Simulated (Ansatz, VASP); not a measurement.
This is a calculation of HfB2 for VASP 6.6.1.

Contents of INCAR:

```
SYSTEM = HfB2
  ALGO = Normal
  EDIFF = 1E-6
  EDIFFG = -0.01
  ENCUT = 600
  GGA = PE
  IBRION = 2
  ISIF = 3
  ISMEAR = -1
  IVDW = 12
  LASPH = .True.
  LCHARG = .False.
  LREAL = .False.
  LWAVE = .False.
  NELM = 60
  NSW = 60
  PREC = Accurate
  SIGMA = 0.05
```

KPOINTS

```
k-points
0
Gamma
  10 10 8
  0 0 0
```

File POSCAR:

```
HfB2
1.0
    3.1400000000      0.0000000000      0.0000000000
   -1.5700000000      2.7193197679      0.0000000000
    0.0000000000      0.0000000000      3.4800000000
Hf B
1 2
Direct
    0.0000000000      0.0000000000      0.0000000000
    0.6666666667      0.3333333333      0.5000000000
    0.3333333333      0.6666666667      0.5000000000
```

Potentials or basis: VASP PAW PBE potentials, release 64 (Hf_pv, B).

The run is started by

```sh
$ cat potpaw_PBE.64/Hf_pv/POTCAR potpaw_PBE.64/B/POTCAR > POTCAR
$ mpirun -np 1 vasp_std > vasp.out
```

Task: Set up the same calculation for Ansatz 0.2.0. Potentials there: Ansatz PAW.

Result: As run (the cutoff follows the program's own potentials):

File input.yaml:

```yaml
crystal:
  lattice:
    - [3.14, 0.0, 0.0]
    - [-1.57, 2.7193197679, 0.0]
    - [0.0, 0.0, 3.48]
  atoms:
    - { symbol: Hf, position: [0.0, 0.0, 0.0] }
    - { symbol: B, position: [0.6666666667, 0.3333333333, 0.5] }
    - { symbol: B, position: [0.3333333333, 0.6666666667, 0.5] }
hamiltonian:
  xc: pbe
  pseudopotentials: { kind: paw }
  dispersion: d3bj
kpoints:
  mp_grid: { grid: [10, 10, 8] }
scf:
  occupations: { method: fermi_dirac, width: 0.05 }
output:
  forces: true
  stress: true
  eigenvalues: true
relax:
  f_tol: 0.01
  max_steps: 40
  cell: { stress_tol: 0.05 }
```

Potentials or basis: Ansatz PAW.

Run with:

```console
$ ansatz run input.yaml --threads 2 --pin off --max-ram 5632MiB --backend cpu --events-out ev --progress --plain --runs-dir out
```

Both were run:

|  | VASP | Ansatz | Ansatz less VASP |
| --- | --- | --- | --- |
| gap on the k mesh at the Fermi level, each at its own relaxed structure (eV) | none | none | - |
| relaxed volume (Å³/atom) | 9.71 | 9.73 | +0.011 |
| relaxed cell length with the largest relative difference (Å) | 3.118 | 3.121 | +0.0021 |

A gap of «none» marks a metal or a gap that the smearing closes. VASP's potentials hold 16 valence electrons a cell and Ansatz's 32, so a difference there can come from the potentials and not from the codes.

Spin-orbit coupling is off throughout. Noted on Ansatz's run: the plane-wave basis is chosen anew once the cell has moved, so the energies of steps on either side of that aren't comparable.
